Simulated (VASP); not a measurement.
Crystal: CdSe.

```
CELL_PARAMETERS angstrom
4.58055 0.00000 0.00000
0.00000 4.58055 0.00000
0.00000 0.00000 6.47787
ATOMIC_POSITIONS crystal
Cd 0.00000 0.50000 0.00000
Cd 0.50000 0.00000 0.50000
Se 0.50000 0.50000 0.25000
Se 0.50000 0.50000 0.75000
```

This cell differs from its parent crystal: atoms taken out.

| Property | Result |
| --- | --- |
| Program | VASP 6.6.1 |
| Task | relaxation of cell and atoms |
| Functional | PBE |
| Potentials or basis | VASP PAW PBE potentials, release 64 (Cd, Se) |
| Cutoff | 500 eV |
| k mesh | 10 × 10 × 8 |
| Occupations | gaussian, width 0.1 eV |
| Spin | no spin polarisation |

At the start: pressure 0.1 GPa; volume 33.98 Å³/atom.

Where does the relaxation end?

Over 9 steps the energy falls by 175.9 meV/atom and the volume is 30.99 Å³/atom (-8.8 %); space group P4_2/mmc (No. 131, to 0.1 Å) before and after.

The path:
```tsv
step	energy change (eV)	largest force (eV/Å)	pressure (GPa)	volume (Å³)
1	0.0000	0.0000	0.07	135.91
2	-0.3251	0.0000	-0.92	135.96
3	-0.5267	0.0000	-3.16	133.12
4	-0.6099	0.0000	-2.49	134.81
5	-0.6951	0.0000	0.46	121.54
6	-0.7015	0.0000	-0.24	124.10
7	-0.7015	0.0000	-0.29	124.31
8	-0.7035	0.0000	0.05	123.89
9	-0.7036	0.0000	-0.03	123.97
```

Final structure:
```xyz
4
Lattice="4.1051 0.0000 0.0000 0.0000 4.1051 0.0000 0.0000 0.0000 7.3568" Properties=species:S:1:pos:R:3 pbc="T T T"
Cd    0.0000    2.0525    0.0000
Cd    2.0525    0.0000    3.6784
Se    2.0525    2.0525    1.8392
Se    2.0525    2.0525    5.5176
```

Caveat: the cell differs from its parent crystal (atoms taken out).
